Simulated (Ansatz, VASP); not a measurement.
**Bi2Se3 in VASP and in Ansatz**

```
CELL_PARAMETERS angstrom
2.23145 1.28833 8.22592
-2.23145 1.28833 8.22592
0.00000 -2.57666 8.22592
ATOMIC_POSITIONS crystal
Bi 0.40080 0.40080 0.40080
Bi 0.59920 0.59920 0.59920
Se 0.00000 0.00000 0.00000
Se 0.21170 0.21170 0.21170
Se 0.78830 0.78830 0.78830
```

Alike in both runs: task single point; functional PBEsol; k mesh 12 × 12 × 12; occupations gaussian, width 0.03 eV; no spin polarisation.

|  | VASP | Ansatz |
| --- | --- | --- |
| version | VASP 6.6.1 | Ansatz 0.2.0 |
| potentials or method | VASP PAW PBE potentials, release 64 (Bi_d, Se), cutoff 520 eV | scalar-relativistic, plane waves, PAW |
| valence electrons in the cell | 48 | 78 |

VASP gave:

```
gap on the k mesh at the Fermi level (eV)                     : none
pressure (GPa)                                                : -1.5
traceless stress, the component that is largest in VASP (GPa) : 3.56
rms of the force components (eV/Å)                            : 0.087
```

Which values does Ansatz return?

gap on the k mesh at the Fermi level (eV): none; pressure (GPa): -1.5; traceless stress, the component that is largest in VASP (GPa): 3.58; rms of the force components (eV/Å): 0.084.

VASP's potentials were made for PBE, not for PBEsol. Atom by atom the forces differ by 0.004 eV/Å (rms over components). A gap of «none» marks a metal or a gap that the smearing closes. VASP's potentials hold 48 valence electrons a cell and Ansatz's 78, so a difference there can come from the potentials and not from the codes.

Neither program's run includes spin-orbit coupling.
